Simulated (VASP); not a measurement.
# SrTiO3 (Pm-3m) in VASP: single point with PBE

Aim: the single point of SrTiO3 with PBE.

Everything below comes from runs of VASP 6.6.1. Logs are shortened: lines on timing, memory, paths and dates and some standing lists are left out, and cuts for length are marked.

**1. The cell of the first run**

The structure is cubic, space group Pm-3m (No. 221). The conventional cell has a = 3.905 Å, b = 3.905 Å, c = 3.905 Å, α = 90.00°, β = 90.00°, γ = 90.00°. Within 3.6 Å of Sr (site symmetry m-3m) lie 12 O at 2.76 Å and 8 Ti at 3.38 Å. Ti (site symmetry m-3m) has 6 O at 1.95 Å within 2.6 Å. O (site symmetry 4/mmm) has 2 Ti at 1.95 Å within 2.6 Å.

**2. Single point, PBE**

INCAR

```
ALGO     = Normal         # electronic algorithm
EDIFF    = 1E-6           # SCF threshold, eV
ENCUT    = 520            # plane-wave cutoff, eV
GGA      = PE             # functional
ISIF     = 2              # what is computed and relaxed
ISMEAR   = 0              # smearing method
LASPH    = T              # aspherical terms in the spheres
LCHARG   = F              # write CHGCAR
LREAL    = F              # projectors in reciprocal space
LWAVE    = F              # write WAVECAR
NBANDS   = 28             # bands
NELM     = 80             # most SCF steps
PREC     = Accurate       # precision mode
SIGMA    = 0.05           # smearing width, eV
```

KPOINTS

```
k-points
0
Gamma
  10 10 10
```

POSCAR

```
SrTiO3
1.0
    3.9052800000      0.0000000000      0.0000000000
    0.0000000000      3.9052800000      0.0000000000
    0.0000000000      0.0000000000      3.9052800000
Sr Ti O
1 1 3
Direct
    0.5000000000      0.5000000000      0.5000000000
    0.0000000000      0.0000000000      0.0000000000
    0.5000000000      0.0000000000      0.0000000000
    0.0000000000      0.5000000000      0.0000000000
    0.0000000000      0.0000000000      0.5000000000
```

Potentials or basis: VASP PAW PBE potentials, release 64 (Sr_sv, Ti_sv, O).

The run is started by

```console
cat potpaw_PBE.64/Sr_sv/POTCAR potpaw_PBE.64/Ti_sv/POTCAR potpaw_PBE.64/O/POTCAR > POTCAR
mpirun -np 1 vasp_std > vasp.out
```

OUTCAR:

```text
EDIFF = 1E-6
   ENCUT = 520
   GGA = PE
   ISIF = 2
   ISMEAR = 0
   LASPH = T
   LREAL = F
   NELM = 80
   PREC = Accurate

 ion  position               nearest neighbor table
   1  0.500  0.500  0.500-   3 2.76   4 2.76   5 2.76   3 2.76   4 2.76   3 2.76   5 2.76   3 2.76
                             4 2.76   5 2.76   4 2.76   5 2.76   2 3.38   2 3.38   2 3.38   2 3.38
   2  0.000  0.000  0.000-   3 1.95   4 1.95   5 1.95   5 1.95   4 1.95   3 1.95   1 3.38   1 3.38
                             1 3.38   1 3.38   1 3.38   1 3.38   1 3.38   1 3.38
   3  0.500  0.000  0.000-   2 1.95   2 1.95   1 2.76   1 2.76   1 2.76   1 2.76
   4  0.000  0.500  0.000-   2 1.95   2 1.95   1 2.76   1 2.76   1 2.76   1 2.76
   5  0.000  0.000  0.500-   2 1.95   2 1.95   1 2.76   1 2.76   1 2.76   1 2.76

  LATTYP: Found a simple cubic cell.
 ALAT       =     3.9052800000

  Lattice vectors:

 A1 = (   3.9052800000,   0.0000000000,   0.0000000000)
 A2 = (   0.0000000000,   3.9052800000,   0.0000000000)
 A3 = (   0.0000000000,   0.0000000000,   3.9052800000)

Analysis of symmetry for initial positions (statically):
=====================================================================
 Subroutine PRICEL returns:
 Original cell was already a primitive cell.

 Routine SETGRP: Setting up the symmetry group for a
 simple cubic supercell.

 Subroutine GETGRP returns: Found 48 space group operations
 (whereof 48 operations were pure point group operations)
 out of a pool of 48 trial point group operations.

The static configuration has the point symmetry O_h .

Analysis of symmetry for dynamics (positions and initial velocities):
=====================================================================
 Subroutine PRICEL returns:
 Original cell was already a primitive cell.

 Routine SETGRP: Setting up the symmetry group for a
 simple cubic supercell.

 Subroutine GETGRP returns: Found 48 space group operations
 (whereof 48 operations were pure point group operations)
 out of a pool of 48 trial point group operations.

The dynamic configuration has the point symmetry O_h .

 Subroutine INISYM returns: Found 48 space group operations
 (whereof 48 operations are pure point group operations),
 and found     1 'primitive' translations

----------------------------------------------------------------------------------------

                                     Primitive cell

  volume of cell :      59.5603
[... 96 lines left out ...]
   LREAL  =      F    real-space projection
   EDIFFG = 0.1E-04   stopping-criterion for IOM
   NSW    =      0    number of steps for IOM
   IBRION =     -1    ionic relax: 0-MD 1-quasi-New 2-CG
   NFREE  =      0    steps in history (QN), initial steepest desc. (CG)
   ISIF   =      2    stress and relaxation
   ISYM   =      2    0-nonsym 1-usesym 2-fastsym
   POTIM  = 0.5000    time-step for ionic-motion
   TEBEG  =    0.0;   TEEND  =   0.0 temperature during run
   PSTRESS=    0.0 pullay stress
   NELECT =      40.0000    total number of electrons
   NUPDOWN=      -1.0000    fix difference up-down
   EMIN   =  10.00;   EMAX   =-10.00  energy-range for DOS
   EFERMI =   0.00;   METHOD = LEGACY
   ISMEAR =     0;   SIGMA  =   0.05  broadening in eV -4-tet -1-fermi 0-gaus
   EFERMI_NEDOS =   21; number of points for ismear=-14 and -15
   IALGO  =     38    algorithm
   IMIX   =      4    mixing-type and parameters
     AMIX     =   0.40;   BMIX     =  1.00
     AMIX_MAG =   1.60;   BMIX_MAG =  1.00
  volume/ion in A,a.u.               =      11.91        80.39
  Fermi-wavevector in a.u.,A,eV,Ry     =   1.433648  2.709203 27.964703  2.055348
  Thomas-Fermi vector in A             =   2.553143
   LORBIT       =      0    0 simple, 1 ext, 2 COOP (PROOUT), +10 PAW based schemes
   GGA     = PE    functional components
   LHFCALC =     F    Hartree Fock is set to
   AEXX    =    0.0000 exact exchange contribution
   IVDW    =     0    specifies the selected vdW correction
   LEPSILON=     F    determine dielectric tensor
   LRPA    =     F    only Hartree local field effects (RPA)
 non-spin polarized calculation
 Gauss-broadening in eV      SIGMA  =   0.05
  energy-cutoff  :      520.00
  volume of cell :       59.56
 maximum number of plane-waves:      1628
 NGX is ok and might be reduce to    30
   NGX = 15   NGY = 15   NGZ = 15

 number of electron      40.0000005 magnetization

 Free energy of the ion-electron system (eV)
  ---------------------------------------------------
  ext. energy  EPLUGINS =         0.00000000
  ---------------------------------------------------
  free energy    TOTEN  =       -40.07708239 eV

  energy without entropy =      -40.07708239  energy(sigma->0) =      -40.07708239

 E-fermi :   4.4579     XC(G=0): -11.2698

 val. band max:        4.1634712478   @ k =   0.5000   0.5000   0.5000
 cond. band min:       6.0194195189   @ k =   0.0000   0.0000   0.0000
 fundamental gap:      1.8559482711
 Fermi energy:         4.4578855154

 k-point     1 :       0.0000    0.0000    0.0000
  band No.  band energies     occupation
      1     -52.3015      2.00000
      2     -28.6271      2.00000
      3     -28.5476      2.00000
      4     -28.5476      2.00000
      5     -28.5476      2.00000
      6     -13.2642      2.00000
[... 733 lines left out ...]
     27      11.0970      0.00000
     28      12.1584      0.00000

 [... further k-points ...]

------------------------ aborting loop because EDIFF is reached ----------------------------------------

  FORCE on cell =-STRESS in cart. coord.  units (eV):
  Direction    XX          YY          ZZ          XY          YZ          ZX
  --------------------------------------------------------------------------------------
  -------------------------------------------------------------------------------------
  Total        1.8368761      1.8368761      1.8368761     -0.0000000      0.0000000     -0.0000000
  in kB       49.4121675     49.4121675     49.4121675     -0.0000000      0.0000000     -0.0000000
  external PRESSURE =      49.4121675 kB  Pullay stress =       0.0000000 kB

 VOLUME and BASIS-vectors are now :
 -----------------------------------------------------------------------------
  energy-cutoff  :      520.00
  volume of cell :       59.56
      direct lattice vectors                 reciprocal lattice vectors
     3.905280000  0.000000000  0.000000000     0.256063586  0.000000000  0.000000000
     0.000000000  3.905280000  0.000000000     0.000000000  0.256063586  0.000000000
     0.000000000  0.000000000  3.905280000     0.000000000  0.000000000  0.256063586

 POSITION                                       TOTAL-FORCE (eV/Angst)
 -----------------------------------------------------------------------------------
      1.95264      1.95264      1.95264         0.000000      0.000000      0.000000
      0.00000      0.00000      0.00000         0.000000      0.000000      0.000000
      1.95264      0.00000      0.00000         0.000000      0.000000      0.000000
      0.00000      1.95264      0.00000         0.000000      0.000000      0.000000
      0.00000      0.00000      1.95264         0.000000      0.000000      0.000000
 -----------------------------------------------------------------------------------
    total drift:                                0.000000     -0.000000      0.000000

  FREE ENERGIE OF THE ION-ELECTRON SYSTEM (eV)
  ---------------------------------------------------
  free  energy   TOTEN  =       -40.0770823941 eV

  energy  without entropy=      -40.0770823941  energy(sigma->0) =      -40.07708239
```

stdout:

```text
POSCAR found type information on POSCAR SrTiO
 POSCAR found :  3 types and       5 ions
 scaLAPACK will be used
 LDA part: xc-table for (Slater+PW92), standard interpolation
 POSCAR, INCAR and KPOINTS ok, starting setup
 FFT: planning ... GRIDC
 FFT: planning ... GRID_SOFT
 FFT: planning ... GRID
 WAVECAR not read
 entering main loop
```

Wall time 1.8 min (1 thread of Intel Xeon Platinum 8259CL at 2.50GHz (Skylake/Cascade Lake), shared host); peak memory 0.23 GiB.

What came out:

```
Free energy            : -40.0771 eV
Pressure               : 4.9 GPa
Band gap on the k mesh : 1.86 eV, indirect (least direct gap 2.21 eV)
```

Levels at points of the mesh, in eV from the valence-band top:
| k point | band 17 | band 18 | band 19 | band 20 | band 21 | band 22 | band 23 | band 24 |
| --- | --- | --- | --- | --- | --- | --- | --- | --- |
| (0.00, 0.00, 0.00) | -1.17 | -0.36 | -0.36 | -0.36 | 1.86 | 1.86 | 1.86 | 4.30 |
| (0.50, 0.00, 0.00) | -2.35 | -1.99 | -0.73 | -0.73 | 2.03 | 3.78 | 3.78 | 4.32 |
| (0.50, 0.50, 0.00) | -1.72 | -1.57 | -1.57 | -0.09 | 3.79 | 3.79 | 4.24 | 5.29 |
| (0.50, 0.50, 0.50) | -3.74 | 0.00 | 0.00 | 0.00 | 4.46 | 4.46 | 4.46 | 6.94 |

A k mesh can miss the band edges. A hybrid or GW would open this gap; PBE tends to underestimate it.
